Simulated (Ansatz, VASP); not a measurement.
## LiCl: VASP beside Ansatz

File POSCAR:

```
LiCl
1.0
    0.0000000000      2.5421223400      2.5421223400
    2.5421223400      0.0000000000      2.5421223400
    2.5421223400      2.5421223400      0.0000000000
Li Cl
1 1
Direct
    0.0000000000      0.0000000000      0.0000000000
    0.5000000000      0.5000000000      0.5000000000
```

File INCAR.step1:

```
SYSTEM = LiCl
ALGO = Normal
EDIFF = 1E-4
ENCUT = 600
GGA = PE
ISMEAR = 0
LASPH = .TRUE.
LCHARG = .FALSE.
LREAL = .FALSE.
LWAVE = .TRUE.
NELM = 100
PREC = Accurate
SIGMA = 0.02
```

INCAR.step2

```
SYSTEM = LiCl
ALGO = Normal
EDIFF = 1E-6
EDIFFG = -0.002
ENCUT = 600
IBRION = 2
ISIF = 3
ISMEAR = 0
ISTART = 1
LASPH = .TRUE.
LCHARG = .FALSE.
LMIXTAU = .TRUE.
LREAL = .FALSE.
LWAVE = .FALSE.
METAGGA = R2SCAN
NELM = 100
NSW = 100
PREC = Accurate
SIGMA = 0.02
```

The input KPOINTS:

```
k-points
0
G
  8 8 8
  0 0 0
```

Input for Ansatz:

```yaml
crystal:
  lattice:
    - [0.0, 2.54212234, 2.54212234]
    - [2.54212234, 0.0, 2.54212234]
    - [2.54212234, 2.54212234, 0.0]
  atoms:
    - { symbol: Li, position: [0.0, 0.0, 0.0] }
    - { symbol: Cl, position: [0.5, 0.5, 0.5] }
basis:
  ecutwfc: 500
kpoints:
  mp_grid: { grid: [8, 8, 8] }
hamiltonian:
  xc: r2scan
  pseudopotentials: { kind: paw, azcp: { folder: soft_1 } }
scf:
  occupations: { method: gaussian, width: 0.02 }
output:
  forces: true
  stress: true
  eigenvalues: true
  write_density: true
  write_potential: true
  elf: true
  volumetric_format: npy
relax:
  adjacent_minimum: "off"
  f_tol: 0.002
  max_steps: 80
  cell: { stress_tol: 0.02 }
```

Alike in both runs: task relaxation of cell and atoms; functional r2SCAN; k mesh 8 × 8 × 8; occupations gaussian, width 0.02 eV; no spin polarisation.

```csv
,VASP,Ansatz
version,VASP 6.6.1,Ansatz 0.2.0
potentials or method,"VASP PAW PBE potentials, release 64 (Li_sv, Cl), cutoff 600 eV","scalar-relativistic, plane waves, PAW"
valence electrons in the cell,10,10
```

|  | VASP | Ansatz | Ansatz less VASP |
| --- | --- | --- | --- |
| gap on the k mesh at the Fermi level, each at its own relaxed structure (eV) | 7.46 | 7.29 | -0.164 |
| relaxed volume (Å³/atom) | 16.47 | 16.70 | +0.230 |
| relaxed length of the cell vector where the two differ most in proportion (Å) | 3.598 | 3.615 | +0.0166 |

VASP's potentials were made for PBE, not for r2SCAN.

Noted on VASP's run: the cutoff is under 1.25 times that of the potentials, so the pressure is a little rough.
